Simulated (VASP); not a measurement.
# Si2Ni (fluorite type) (Fm-3m) in VASP: further runs

The runs below take Si2Ni (fluorite type) through single point, with LDA.

Program: VASP 6.6.1. These are calculated values, not measurements. Logs are shortened: lines on timing, memory, paths and dates and some standing lists are left out, and cuts for length are marked.

## 1. The cell of the first run

It takes space group Fm-3m (No. 225, cubic). The conventional cell has a = 5.127 Å, b = 5.127 Å, c = 5.127 Å, α = 90.00°, β = 90.00°, γ = 90.00°. Ni (site symmetry m-3m) has 8 Si at 2.22 Å within 2.9 Å. Si (site symmetry -43m) has 4 Ni at 2.22 Å and 6 Si at 2.56 Å within 2.9 Å.

## 2. Single point, LDA (volume scaled by 0.88)

INCAR

```
SYSTEM = Si2Ni
ALGO = Normal
EDIFF = 1E-6
ENCUT = 520
ISIF = 2
ISMEAR = -1
LASPH = .True.
LCHARG = .False.
LREAL = .False.
LWAVE = .False.
NBANDS = 16
NELM = 100
PREC = Accurate
SIGMA = 0.05
```

KPOINTS

```
k-points
0
Gamma
  11 11 11
  0 0 0
```

POSCAR

```
Si2Ni
1.0
    0.0000000000      2.5635435871      2.5635435871
    2.5635435871      0.0000000000      2.5635435871
    2.5635435871      2.5635435871      0.0000000000
Ni Si
1 2
Direct
    0.0000000000      0.0000000000      0.0000000000
    0.2500000000      0.2500000000      0.2500000000
    0.7500000000      0.7500000000      0.7500000000
```

Potentials or basis: VASP PAW LDA potentials, release 64 (Ni, Si).

Started as:

```
$ cat potpaw_LDA.64/Ni/POTCAR potpaw_LDA.64/Si/POTCAR > POTCAR
$ mpirun -np 1 vasp_std > vasp.out
```

OUTCAR:

```text
SYSTEM = Si2Ni
   EDIFF = 1E-6
   ENCUT = 520
   ISIF = 2
   ISMEAR = -1
   LASPH = .True.
   LREAL = .False.
   NELM = 100
   PREC = Accurate

 ion  position               nearest neighbor table
   1  0.000  0.000  0.000-   3 2.22   3 2.22   3 2.22   2 2.22   3 2.22   2 2.22   2 2.22   2 2.22

   2  0.250  0.250  0.250-   1 2.22   1 2.22   1 2.22   1 2.22   3 2.56   3 2.56   3 2.56   3 2.56
                             3 2.56   3 2.56
   3  0.750  0.750  0.750-   1 2.22   1 2.22   1 2.22   1 2.22   2 2.56   2 2.56   2 2.56   2 2.56
                             2 2.56   2 2.56

  LATTYP: Found a face centered cubic cell.
 ALAT       =     5.1270871742

  Lattice vectors:

 A1 = (   0.0000000000,   2.5635435871,   2.5635435871)
 A2 = (   2.5635435871,   0.0000000000,   2.5635435871)
 A3 = (   2.5635435871,   2.5635435871,   0.0000000000)

Analysis of symmetry for initial positions (statically):
=====================================================================
 Subroutine PRICEL returns:
 Original cell was already a primitive cell.

 Routine SETGRP: Setting up the symmetry group for a
 face centered cubic supercell.

 Subroutine GETGRP returns: Found 48 space group operations
 (whereof 48 operations were pure point group operations)
 out of a pool of 48 trial point group operations.

The static configuration has the point symmetry O_h .

Analysis of symmetry for dynamics (positions and initial velocities):
=====================================================================
 Subroutine PRICEL returns:
 Original cell was already a primitive cell.

 Routine SETGRP: Setting up the symmetry group for a
 face centered cubic supercell.

 Subroutine GETGRP returns: Found 48 space group operations
 (whereof 48 operations were pure point group operations)
 out of a pool of 48 trial point group operations.

The dynamic configuration has the point symmetry O_h .

 Subroutine INISYM returns: Found 48 space group operations
 (whereof 48 operations are pure point group operations),
 and found     1 'primitive' translations

----------------------------------------------------------------------------------------

                                     Primitive cell

  volume of cell :      33.6940

[... 82 lines left out ...]
   ISTART =      0    job   : 0-new  1-cont  2-samecut
   ICHARG =      2    charge: 1-file 2-atom 10-const
   ISPIN  =      1    spin polarized calculation?
   LNONCOLLINEAR =      F non collinear calculations
   LSORBIT =      F    spin-orbit coupling
   LASPH  =      T    aspherical Exc in radial PAW
   ENCUT  =  520.0 eV  38.22 Ry    6.18 a.u.   6.74  6.74  6.74*2*pi/ulx,y,z
   NELM   =    100;   NELMIN=  2; NELMDL= -5     # of ELM steps
   EDIFF  = 0.1E-05   stopping-criterion for ELM
   LREAL  =      F    real-space projection
   EDIFFG = 0.1E-04   stopping-criterion for IOM
   NSW    =      0    number of steps for IOM
   IBRION =     -1    ionic relax: 0-MD 1-quasi-New 2-CG
   NFREE  =      0    steps in history (QN), initial steepest desc. (CG)
   ISIF   =      2    stress and relaxation
   ISYM   =      2    0-nonsym 1-usesym 2-fastsym
   POTIM  = 0.5000    time-step for ionic-motion
   TEBEG  =    0.0;   TEEND  =   0.0 temperature during run
   PSTRESS=    0.0 pullay stress
   NELECT =      18.0000    total number of electrons
   NUPDOWN=      -1.0000    fix difference up-down
   EMIN   =  10.00;   EMAX   =-10.00  energy-range for DOS
   EFERMI =   0.00;   METHOD = LEGACY
   ISMEAR =    -1;   SIGMA  =   0.05  broadening in eV -4-tet -1-fermi 0-gaus
   EFERMI_NEDOS =   21; number of points for ismear=-14 and -15
   IALGO  =     38    algorithm
   IMIX   =      4    mixing-type and parameters
     AMIX     =   0.40;   BMIX     =  1.00
     AMIX_MAG =   1.60;   BMIX_MAG =  1.00
  volume/ion in A,a.u.               =      11.23        75.79
  Fermi-wavevector in a.u.,A,eV,Ry     =   1.328357  2.510232 24.007937  1.764534
  Thomas-Fermi vector in A             =   2.457601
   LORBIT       =      0    0 simple, 1 ext, 2 COOP (PROOUT), +10 PAW based schemes
   GGA     = CA    functional components
   LHFCALC =     F    Hartree Fock is set to
   AEXX    =    0.0000 exact exchange contribution
   IVDW    =     0    specifies the selected vdW correction
   LEPSILON=     F    determine dielectric tensor
   LRPA    =     F    only Hartree local field effects (RPA)
 non-spin polarized calculation
  energy-cutoff  :      520.00
  volume of cell :       33.69
 maximum number of plane-waves:       926
   NGX = 13   NGY = 13   NGZ = 13

 number of electron      18.0000003 magnetization

 Free energy of the ion-electron system (eV)
  ---------------------------------------------------
  ext. energy  EPLUGINS =         0.00000000
  ---------------------------------------------------
  free energy    TOTEN  =       -19.52969637 eV

  energy without entropy =      -19.52218086  energy(sigma->0) =      -19.52593861

 E-fermi :  13.0756     XC(G=0): -12.4973

 val. band max:       13.0426840083   @ k =   0.1818   0.1818   0.0000
 cond. band min:      13.0797407540   @ k =  -0.4545   0.3636   0.0000
 fundamental gap:      0.0370567457
 Fermi energy:        13.0756364360

 k-point     1 :       0.0000    0.0000    0.0000
  band No.  band energies     occupation
      1      -2.5047      2.00000
      2       6.5264      2.00000
      3       6.5264      2.00000
      4       6.5264      2.00000
      5       8.3803      2.00000
      6       8.3803      2.00000
[... 433 lines left out ...]
      3       6.3331      2.00000
      4       7.0874      2.00000
      5       7.9344      2.00000
      6       8.5336      2.00000
[... 8 lines left out ...]
     15      19.4795      0.00000
     16      22.0794      0.00000

 [... further k-points ...]
[... 5 lines left out ...]
  --------------------------------------------------------------------------------------
  -------------------------------------------------------------------------------------
  Total        6.0871019      6.0871019      6.0871019      0.0000000      0.0000000      0.0000000
  in kB      289.4469922    289.4469922    289.4469922      0.0000000      0.0000000      0.0000000
  external PRESSURE =     289.4469922 kB  Pullay stress =       0.0000000 kB

 VOLUME and BASIS-vectors are now :
 -----------------------------------------------------------------------------
  energy-cutoff  :      520.00
  volume of cell :       33.69
      direct lattice vectors                 reciprocal lattice vectors
     0.000000000  2.563543587  2.563543587    -0.195042519  0.195042519  0.195042519
     2.563543587  0.000000000  2.563543587     0.195042519 -0.195042519  0.195042519
     2.563543587  2.563543587  0.000000000     0.195042519  0.195042519 -0.195042519

 POSITION                                       TOTAL-FORCE (eV/Angst)
 -----------------------------------------------------------------------------------
      0.00000      0.00000      0.00000        -0.000000      0.000000      0.000000
      1.28177      1.28177      1.28177        -0.000000      0.000000      0.000000
      3.84532      3.84532      3.84532         0.000000     -0.000000     -0.000000
 -----------------------------------------------------------------------------------
    total drift:                               -0.000000     -0.000000      0.000000

  FREE ENERGIE OF THE ION-ELECTRON SYSTEM (eV)
  ---------------------------------------------------
  free  energy   TOTEN  =       -19.5296963714 eV

  energy  without entropy=      -19.5221808577  energy(sigma->0) =      -19.52593861
```

stdout:

```text
POSCAR found type information on POSCAR NiSi
 POSCAR found :  2 types and       3 ions
 scaLAPACK will be used
 LDA part: xc-table for (Slater(with rela. corr.)+CA(PZ))
 , standard interpolation
 POSCAR, INCAR and KPOINTS ok, starting setup
 FFT: planning ... GRIDC
 FFT: planning ... GRID_SOFT
 FFT: planning ... GRID
 WAVECAR not read
 entering main loop
```

Wall time 82 s (1 thread of AMD EPYC 7R13 (Zen 3), shared host); peak memory 0.12 GiB.

What came out:

* Free energy: -19.5297 eV
* Pressure: 28.9 GPa
* Band gap on the k mesh: zero (band 9 reaches 14.83 eV, above the bottom of band 10 at 12.70 eV)

 Spin polarisation is off, so any magnetic state and its effect on volume and gap are missing.

## 3. Single point, LDA (volume scaled by 0.88)

INCAR

```
SYSTEM = Si2Ni
PREC = Accurate
ENCUT = 520
EDIFF = 1E-7
ISMEAR = -1
SIGMA = 0.05
LREAL = .False.
LASPH = .True.
NELM = 80
ALGO = Normal
ISIF = 2
LWAVE = .False.
LCHARG = .False.
GGA = CA
NBANDS = 16
```

KPOINTS

```
Automatic mesh
0
Gamma
  11 11 11
  0 0 0
```

POSCAR is that of step 2.

Potentials or basis: VASP PAW LDA potentials, release 64 (Ni, Si).

Started as:

```
$ cat potpaw_LDA.64/Ni/POTCAR potpaw_LDA.64/Si/POTCAR > POTCAR
$ mpirun -np 1 vasp_std > vasp.out
```

OUTCAR:

```text
SYSTEM = Si2Ni
   PREC = Accurate
   ENCUT = 520
   EDIFF = 1E-7
   ISMEAR = -1
   LREAL = .False.
   LASPH = .True.
   NELM = 80
   ISIF = 2
   GGA = CA

 ion  position               nearest neighbor table
   1  0.000  0.000  0.000-   3 2.22   3 2.22   3 2.22   2 2.22   3 2.22   2 2.22   2 2.22   2 2.22

   2  0.250  0.250  0.250-   1 2.22   1 2.22   1 2.22   1 2.22   3 2.56   3 2.56   3 2.56   3 2.56
                             3 2.56   3 2.56
   3  0.750  0.750  0.750-   1 2.22   1 2.22   1 2.22   1 2.22   2 2.56   2 2.56   2 2.56   2 2.56
                             2 2.56   2 2.56

  LATTYP: Found a face centered cubic cell.
 ALAT       =     5.1270871742

  Lattice vectors:

 A1 = (   0.0000000000,   2.5635435871,   2.5635435871)
 A2 = (   2.5635435871,   0.0000000000,   2.5635435871)
 A3 = (   2.5635435871,   2.5635435871,   0.0000000000)

Analysis of symmetry for initial positions (statically):
=====================================================================
 Subroutine PRICEL returns:
 Original cell was already a primitive cell.

 Routine SETGRP: Setting up the symmetry group for a
 face centered cubic supercell.

 Subroutine GETGRP returns: Found 48 space group operations
[... 162 lines left out ...]
  free energy    TOTEN  =       -19.52969639 eV

  energy without entropy =      -19.52218088  energy(sigma->0) =      -19.52593863

 E-fermi :  13.0756     XC(G=0): -12.4973

 val. band max:       13.0426837307   @ k =   0.1818   0.1818   0.0000
 cond. band min:      13.0797403681   @ k =  -0.4545   0.3636   0.0000
 fundamental gap:      0.0370566374
 Fermi energy:        13.0756361135

 k-point     1 :       0.0000    0.0000    0.0000
  band No.  band energies     occupation
      1      -2.5047      2.00000
      2       6.5264      2.00000
      3       6.5264      2.00000
      4       6.5264      2.00000
      5       8.3803      2.00000
      6       8.3803      2.00000
[... 433 lines left out ...]
      3       6.3331      2.00000
      4       7.0874      2.00000
      5       7.9344      2.00000
      6       8.5336      2.00000
[... 8 lines left out ...]
     15      19.4795      0.00000
     16      22.0794      0.00000

 [... further k-points ...]
[... 5 lines left out ...]
  --------------------------------------------------------------------------------------
  -------------------------------------------------------------------------------------
  Total        6.0893076      6.0893076      6.0893076      0.0000000     -0.0000000     -0.0000000
  in kB      289.5518773    289.5518773    289.5518773      0.0000000     -0.0000000     -0.0000000
  external PRESSURE =     289.5518773 kB  Pullay stress =       0.0000000 kB

 VOLUME and BASIS-vectors are now :
 -----------------------------------------------------------------------------
  energy-cutoff  :      520.00
  volume of cell :       33.69
      direct lattice vectors                 reciprocal lattice vectors
     0.000000000  2.563543587  2.563543587    -0.195042519  0.195042519  0.195042519
     2.563543587  0.000000000  2.563543587     0.195042519 -0.195042519  0.195042519
     2.563543587  2.563543587  0.000000000     0.195042519  0.195042519 -0.195042519

 POSITION                                       TOTAL-FORCE (eV/Angst)
 -----------------------------------------------------------------------------------
      0.00000      0.00000      0.00000         0.000000     -0.000000      0.000000
      1.28177      1.28177      1.28177         0.000000      0.000000      0.000000
      3.84532      3.84532      3.84532        -0.000000     -0.000000     -0.000000
 -----------------------------------------------------------------------------------
    total drift:                               -0.000000     -0.000000      0.000000

  FREE ENERGIE OF THE ION-ELECTRON SYSTEM (eV)
  ---------------------------------------------------
  free  energy   TOTEN  =       -19.5296963902 eV

  energy  without entropy=      -19.5221808765  energy(sigma->0) =      -19.52593863
```

stdout:

```text
POSCAR found type information on POSCAR NiSi
 POSCAR found :  2 types and       3 ions
 scaLAPACK will be used
 LDA part: xc-table for (Slater(with rela. corr.)+CA(PZ))
 , standard interpolation
 POSCAR, INCAR and KPOINTS ok, starting setup
 FFT: planning ... GRIDC
 FFT: planning ... GRID_SOFT
 FFT: planning ... GRID
 WAVECAR not read
 entering main loop
```

Run time: 62 s. Hardware: 1 thread of AMD EPYC 7R13 (Zen 3), shared host; peak memory 0.12 GiB.

Results:

```
Free energy            : -19.5297 eV
Pressure               : 29.0 GPa
Band gap on the k mesh : zero (band 9 reaches 14.83 eV, above the bottom of band 10 at 12.70 eV)
```

 Spin polarisation is off, so any magnetic state and its effect on volume and gap are missing.
